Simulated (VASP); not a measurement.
# TaRh3 (Pm-3m) in VASP: notebook, part 2 of 2

VASP 6.6.1. The steps go on from the part before.

### Step 4. Single point, LDA

This run uses another cell than the first one, of 13.95 Å³/atom, 0.945 times its volume.

INCAR reads:

```
ALGO     = Normal         # electronic algorithm
EDIFF    = 1E-6           # SCF threshold, eV
ENCUT    = 530            # plane-wave cutoff, eV
GGA_COMPAT= False        
ISIF     = 2              # what is computed and relaxed
ISMEAR   = -1             # smearing method
LASPH    = True           # aspherical terms in the spheres
LCHARG   = True           # write CHGCAR
LELF     = True           # ELF
LREAL    = False          # projectors in reciprocal space
LVHAR    = True         
LWAVE    = False          # write WAVECAR
NBANDS   = 40             # bands
NELM     = 120            # most SCF steps
PREC     = Accurate       # precision mode
SIGMA    = 0.15           # smearing width, eV
```

KPOINTS reads:

```
k-points
0
Gamma
  12 12 12
```

POSCAR reads:

```
TaRh3
1.0
    3.8212841434      0.0000000000      0.0000000000
    0.0000000000      3.8212841434      0.0000000000
    0.0000000000      0.0000000000      3.8212841434
Ta Rh
1 3
Direct
    0.0000000000      0.0000000000      0.0000000000
    0.0000000000      0.5000000000      0.5000000000
    0.5000000000      0.0000000000      0.5000000000
    0.5000000000      0.5000000000      0.0000000000
```

Potentials or basis: VASP PAW LDA potentials, release 64 (Ta_sv_GW, Rh_sv_GW).

Started as:

```console
cat potpaw_LDA.64/Ta_sv_GW/POTCAR potpaw_LDA.64/Rh_sv_GW/POTCAR > POTCAR
mpirun -np 1 vasp_std > vasp.out
```

OUTCAR:

```text
EDIFF = 1E-6
   ENCUT = 530
   ISIF = 2
   ISMEAR = -1
   LASPH = True
   LREAL = False
   NELM = 120
   PREC = Accurate

 ion  position               nearest neighbor table
   1  0.000  0.000  0.000-   2 2.70   3 2.70   4 2.70   2 2.70   3 2.70   2 2.70   4 2.70   2 2.70
                             3 2.70   4 2.70   3 2.70   4 2.70
   2  0.000  0.500  0.500-   1 2.70   1 2.70   1 2.70   1 2.70
   3  0.500  0.000  0.500-   1 2.70   1 2.70   1 2.70   1 2.70
   4  0.500  0.500  0.000-   1 2.70   1 2.70   1 2.70   1 2.70

  LATTYP: Found a simple cubic cell.
 ALAT       =     3.8212841434

  Lattice vectors:

 A1 = (   3.8212841434,   0.0000000000,   0.0000000000)
 A2 = (   0.0000000000,   3.8212841434,   0.0000000000)
 A3 = (   0.0000000000,   0.0000000000,   3.8212841434)

Analysis of symmetry for initial positions (statically):
=====================================================================
 Subroutine PRICEL returns:
 Original cell was already a primitive cell.

 Routine SETGRP: Setting up the symmetry group for a
 simple cubic supercell.

 Subroutine GETGRP returns: Found 48 space group operations
 (whereof 48 operations were pure point group operations)
 out of a pool of 48 trial point group operations.

The static configuration has the point symmetry O_h .

Analysis of symmetry for dynamics (positions and initial velocities):
=====================================================================
 Subroutine PRICEL returns:
 Original cell was already a primitive cell.

 Routine SETGRP: Setting up the symmetry group for a
 simple cubic supercell.

 Subroutine GETGRP returns: Found 48 space group operations
 (whereof 48 operations were pure point group operations)
 out of a pool of 48 trial point group operations.

The dynamic configuration has the point symmetry O_h .

 Subroutine INISYM returns: Found 48 space group operations
 (whereof 48 operations are pure point group operations),
 and found     1 'primitive' translations

----------------------------------------------------------------------------------------

                                     Primitive cell

  volume of cell :      55.7992

  direct lattice vectors                    reciprocal lattice vectors
     3.821284143  0.000000000  0.000000000     0.261692133  0.000000000  0.000000000
     0.000000000  3.821284143  0.000000000     0.000000000  0.261692133  0.000000000
     0.000000000  0.000000000  3.821284143     0.000000000  0.000000000  0.261692133

  length of vectors
     3.821284143  3.821284143  3.821284143     0.261692133  0.261692133  0.261692133

  position of ions in fractional coordinates (direct lattice)
     0.000000000  0.000000000  0.000000000
     0.000000000  0.500000000  0.500000000
     0.500000000  0.000000000  0.500000000
     0.500000000  0.500000000  0.000000000

  ion indices of the primitive-cell ions
   primitive index   ion index
                 1           1
                 2           2
                 3           3
                 4           4

----------------------------------------------------------------------------------------

 KPOINTS: k-points

Automatic generation of k-mesh.
 Grid dimensions read from file:
 generate k-points for:   12   12   12

 Generating k-lattice:

  Cartesian coordinates                     Fractional coordinates (reciprocal lattice)
     0.021807678  0.000000000  0.000000000     0.083333333  0.000000000  0.000000000
     0.000000000  0.021807678  0.000000000     0.000000000  0.083333333  0.000000000
     0.000000000  0.000000000  0.021807678     0.000000000  0.000000000  0.083333333

  Length of vectors
     0.021807678  0.021807678  0.021807678

  Shift w.r.t. Gamma in fractional coordinates (k-lattice)
     0.000000000  0.000000000  0.000000000

 Subroutine IBZKPT returns following result:
 ===========================================

 Found     84 irreducible k-points:

 Following reciprocal coordinates:
            Coordinates               Weight
  0.000000  0.000000  0.000000      1.000000
  0.083333  0.000000  0.000000      6.000000
  0.166667  0.000000  0.000000      6.000000
  0.250000  0.000000  0.000000      6.000000
  0.333333  0.000000  0.000000      6.000000
  0.416667  0.000000  0.000000      6.000000
[... 16 lines left out ...]
  0.333333  0.333333  0.000000     12.000000
  0.416667  0.333333  0.000000     24.000000
 [... further k-points ...]
   k-points           NKPTS =     84   k-points in BZ     NKDIM =     84   number of bands    NBANDS=     40
   number of dos      NEDOS =    301   number of ions     NIONS =      4
   total plane-waves  NPLWV =  27000
   dimension x,y,z NGX =    30 NGY =   30 NGZ =   30
   dimension x,y,z NGXF=    60 NGYF=   60 NGZF=   60
   ions per type =               1   3
   NGX,Y,Z   is equivalent  to a cutoff of  13.05, 13.05, 13.05 a.u.
   NGXF,Y,Z  is equivalent  to a cutoff of  26.10, 26.10, 26.10 a.u.
 SYSTEM =  unknown system
   PREC   = accura    normal or accurate (medium, high low for compatibility)
   ISTART =      0    job   : 0-new  1-cont  2-samecut
   ICHARG =      2    charge: 1-file 2-atom 10-const
   ISPIN  =      1    spin polarized calculation?
   LNONCOLLINEAR =      F non collinear calculations
   LSORBIT =      F    spin-orbit coupling
   LASPH  =      T    aspherical Exc in radial PAW
   ENCUT  =  530.0 eV  38.95 Ry    6.24 a.u.   7.17  7.17  7.17*2*pi/ulx,y,z
   NELM   =    120;   NELMIN=  2; NELMDL= -5     # of ELM steps
   EDIFF  = 0.1E-05   stopping-criterion for ELM
   LREAL  =      F    real-space projection
   EDIFFG = 0.1E-04   stopping-criterion for IOM
   NSW    =      0    number of steps for IOM
   IBRION =     -1    ionic relax: 0-MD 1-quasi-New 2-CG
   NFREE  =      0    steps in history (QN), initial steepest desc. (CG)
   ISIF   =      2    stress and relaxation
   ISYM   =      2    0-nonsym 1-usesym 2-fastsym
   POTIM  = 0.5000    time-step for ionic-motion
   TEBEG  =    0.0;   TEEND  =   0.0 temperature during run
   PSTRESS=    0.0 pullay stress
   NELECT =      64.0000    total number of electrons
   NUPDOWN=      -1.0000    fix difference up-down
   EMIN   =  10.00;   EMAX   =-10.00  energy-range for DOS
   EFERMI =   0.00;   METHOD = LEGACY
   ISMEAR =    -1;   SIGMA  =   0.15  broadening in eV -4-tet -1-fermi 0-gaus
   EFERMI_NEDOS =   21; number of points for ismear=-14 and -15
   IALGO  =     38    algorithm
   IMIX   =      4    mixing-type and parameters
     AMIX     =   0.40;   BMIX     =  1.00
     AMIX_MAG =   1.60;   BMIX_MAG =  1.00
  volume/ion in A,a.u.               =      13.95        94.14
  Fermi-wavevector in a.u.,A,eV,Ry     =   1.713663  3.238354 39.955438  2.936642
  Thomas-Fermi vector in A             =   2.791365
   LORBIT       =      0    0 simple, 1 ext, 2 COOP (PROOUT), +10 PAW based schemes
   GGA     = CA    functional components
   LHFCALC =     F    Hartree Fock is set to
   AEXX    =    0.0000 exact exchange contribution
   IVDW    =     0    specifies the selected vdW correction
   LEPSILON=     F    determine dielectric tensor
   LRPA    =     F    only Hartree local field effects (RPA)
 non-spin polarized calculation
  energy-cutoff  :      530.00
  volume of cell :       55.80
 maximum number of plane-waves:      1568
 NGX is ok and might be reduce to    30
   NGX = 15   NGY = 15   NGZ = 15

 number of electron      64.0000041 magnetization

 Free energy of the ion-electron system (eV)
  ---------------------------------------------------
  ext. energy  EPLUGINS =         0.00000000
  ---------------------------------------------------
  free energy    TOTEN  =       -41.38656401 eV

  energy without entropy =      -41.21833265  energy(sigma->0) =      -41.30244833

 E-fermi :  11.5464     XC(G=0): -14.4495

 val. band max:       11.5452283417   @ k =   0.1667   0.1667   0.0000
 cond. band min:      11.5498523929   @ k =   0.5000   0.5000   0.4167
 fundamental gap:      0.0046240512
 Fermi energy:        11.5464424752

 k-point     1 :       0.0000    0.0000    0.0000
  band No.  band energies     occupation
      1     -66.6984      2.00000
      2     -66.5873      2.00000
      3     -66.5873      2.00000
      4     -56.3956      2.00000
      5     -35.0373      2.00000
      6     -35.0373      2.00000
[... 32 lines left out ...]
     39      16.2394      0.00000
[... 988 lines left out ...]
     39      17.4183      0.00000
     40      18.7494      0.00000

 [... further k-points ...]
[... 5 lines left out ...]
  --------------------------------------------------------------------------------------
  -------------------------------------------------------------------------------------
  Total       -0.4903183     -0.4903183     -0.4903183      0.0000000      0.0000000      0.0000000
  in kB      -14.0786394    -14.0786394    -14.0786394      0.0000000      0.0000000      0.0000000
  external PRESSURE =     -14.0786394 kB  Pullay stress =       0.0000000 kB

 VOLUME and BASIS-vectors are now :
 -----------------------------------------------------------------------------
  energy-cutoff  :      530.00
  volume of cell :       55.80
      direct lattice vectors                 reciprocal lattice vectors
     3.821284143  0.000000000  0.000000000     0.261692133  0.000000000  0.000000000
     0.000000000  3.821284143  0.000000000     0.000000000  0.261692133  0.000000000
     0.000000000  0.000000000  3.821284143     0.000000000  0.000000000  0.261692133

 POSITION                                       TOTAL-FORCE (eV/Angst)
 -----------------------------------------------------------------------------------
      0.00000      0.00000      0.00000         0.000000      0.000000      0.000000
      0.00000      1.91064      1.91064         0.000000      0.000000      0.000000
      1.91064      0.00000      1.91064         0.000000      0.000000      0.000000
      1.91064      1.91064      0.00000         0.000000      0.000000      0.000000
 -----------------------------------------------------------------------------------
    total drift:                                0.000000      0.000000     -0.000000

  FREE ENERGIE OF THE ION-ELECTRON SYSTEM (eV)
  ---------------------------------------------------
  free  energy   TOTEN  =       -41.3865640092 eV

  energy  without entropy=      -41.2183326539  energy(sigma->0) =      -41.30244833
```

Wall time 96 s (1 thread of Intel Xeon 6975P-C (Granite Rapids), shared host); peak memory 0.3 GiB.

What came out:

- Free energy: -41.3866 eV
- Pressure: -1.4 GPa
- Band gap on the k mesh: zero (band 32 reaches 12.58 eV, above the bottom of band 33 at 10.48 eV)

Caveat: spin-orbit coupling is left out, which moves the levels of the heavy elements.

### Step 5. Summary

```csv
task,potentials or basis,cell,cutoff (eV),second run,gap on the mesh (eV),pressure (GPa)
relaxation of cell and atoms,"VASP PAW LDA potentials, release 64 (Ta_pv, Rh_pv)","relaxed from a = 3.894 Å, 4 atoms",600,-,none,0.0
single point,"VASP PAW LDA potentials, release 64 (Ta_pv, Rh_pv)","a = 3.821 Å, 4 atoms",520,-,none,1.1
single point,"VASP PAW LDA potentials, release 64 (Ta_sv_GW, Rh_sv_GW)","a = 3.821 Å, 4 atoms",530,valence_matched,none,-1.4
```

Alike in all rows: level LDA; no spin polarisation; k mesh 12 × 12 × 12; smearing fermi-dirac 0.15 eV.

Caveats: spin-orbit coupling is left out, which moves the levels of the heavy elements.

Absolute energies hang on the potentials; compare differences alone.
